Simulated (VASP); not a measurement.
Runs of VASP 6.6.1 on AlFe2. The structure is that of space group Fd-3m (No. 227), or close to it. The cells are those of the table. 

```csv
spin,fixed moment (μB),cell,gap on the mesh (eV),pressure (GPa),moment (μB)
"collinear, ferromagnetic start",17.5,"a = 4.739 Å, angles 60.0°, 6 atoms",-,(c),17.50
"collinear, ferromagnetic start",-,"a = 4.739 Å, angles 60.0°, 6 atoms",none,-7.4,(a)
"collinear, zero start",0.0,"a = 4.739 Å, angles 60.0°, 6 atoms",-,-16.7,0.00
"collinear, ferromagnetic start",-,"a = 4.400 Å, angles 60.0°, 6 atoms",none,42.0,3.65
"collinear, ferromagnetic start",-,"a = 4.892 Å, angles 60.0°, 6 atoms",none,-15.8,(b)
```

Alike in all rows: task single point; level PBEsol; potentials or basis VASP PAW PBE potentials, release 64 (Al, Fe); k mesh 10 × 10 × 10; cutoff (eV) 520; smearing gaussian 0.1 eV.

Question: Fill in the values left out.

Answer: (a) 6.84; (b) 8.32; (c) 44.6.

Caveats: the PAW data sets were made with another functional, which shifts forces and pressure a little; the cell stands under tension (at least some runs); the cell stands under pressure (at least some runs); the moment is held away from its start (at least some runs); the total moment is fixed, so each spin has its own Fermi level and the state may be an excited one (at least some runs); the total moment is fixed, so each spin has its own Fermi level (at least some runs).

A gap of «none» marks levels without a gap at the run's occupations.
